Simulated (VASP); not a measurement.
Wanted: the native input for a VASP 6.6.1 run.

- Task: single point
- Functional: PBE
- Potentials or basis: VASP PAW PBE potentials, release 64 (Pt, Sb)
- Cutoff: 520 eV
- k mesh: 10 × 10 × 6
- Occupations: gaussian, width 0.05 eV
- Spin: no spin polarisation
- Dipole correction: no
- Further INCAR settings: ALGO = Normal; EDIFF = 1e-07; NBANDS = 17

The structure of Sb2Pt lies in POSCAR:

```
Sb2Pt
1.0
    4.0599872515      0.0000000000      0.0000000000
   -2.0299936257      3.5160520988      0.0000000000
    0.0000000000      0.0000000000      5.2259058719
Pt Sb
1 2
Direct
    0.0000000000      0.0000000000      0.0000000000
    0.3333333333      0.6666666667      0.2584105895
    0.6666666667      0.3333333333      0.7415894105
```

These files were run (other wordings do the same):

INCAR

```
PREC = Accurate
ENCUT = 520
EDIFF = 1E-7
ISMEAR = 0
SIGMA = 0.05
LREAL = F
LASPH = T
NELM = 80
ALGO = Normal
ISIF = 2
LWAVE = F
LCHARG = F
GGA = PE
NBANDS = 17
```

KPOINTS

```
Automatic mesh
0
Gamma
  10 10 6
```

Potentials or basis: VASP PAW PBE potentials, release 64 (Pt, Sb).

Run with:

```sh
$ cat potpaw_PBE.64/Pt/POTCAR potpaw_PBE.64/Sb/POTCAR > POTCAR
$ mpirun -np 1 vasp_std > vasp.out
```

It gave:

The pressure is -0.3 GPa. The largest force is 0.019 eV/Å and the band gap on the k mesh is zero (bands 10 and 11 overlap by 3.12 eV).

Caveat: spin-orbit coupling is left out, which moves the levels of the heavy elements.

Run time: 110 s on 1 thread of Intel Xeon 8259CL, with other jobs on the host, peak memory 0.24 GiB.
